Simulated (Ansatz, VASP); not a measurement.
# HfO2: VASP beside Ansatz

```
Hf O
1.0
     0.00000   -2.52207   -2.52207
     0.00000    2.52207   -2.52207
     5.04413    0.00000    0.00000
Hf O
2 4
Direct
  0.00000 0.00000 0.00000
  0.50000 0.50000 0.50000
  0.00000 0.50000 0.70750
  0.50000 0.00000 0.29250
  0.00000 0.50000 0.20750
  0.50000 0.00000 0.79250
```

Alike in both runs: functional PBEsol; k mesh 6 × 6 × 6; occupations gaussian, width 0.05 eV; no spin polarisation.

Ansatz relaxed the structure, and its values are those at the end. VASP's run is a single point on that final structure, the one shown.

```csv
,VASP,Ansatz
version,VASP 6.6.1,Ansatz 0.2.0
potentials or method,"VASP PAW PBE potentials, release 64 (Hf_pv, O), cutoff 520 eV","scalar-relativistic, plane waves, PAW"
valence electrons in the cell,44,76
```

```csv
,VASP,Ansatz,Ansatz less VASP
gap on the k mesh at the Fermi level (eV),4.39,4.42,+0.027
least direct gap on the mesh (eV),4.45,4.47,+0.016
pressure (GPa),0.8,4.4,+3.59
rms of the force components (eV/Å),0.006,0.004,-0.0020
```

VASP's potentials were made for PBE, not for PBEsol, and Ansatz warns of the same on its side. VASP's potentials hold 44 valence electrons a cell and Ansatz's 76, so a difference there can come from the potentials and not from the codes. Ansatz's warnings: stress scf threshold loose.

Spin-orbit coupling is off throughout.
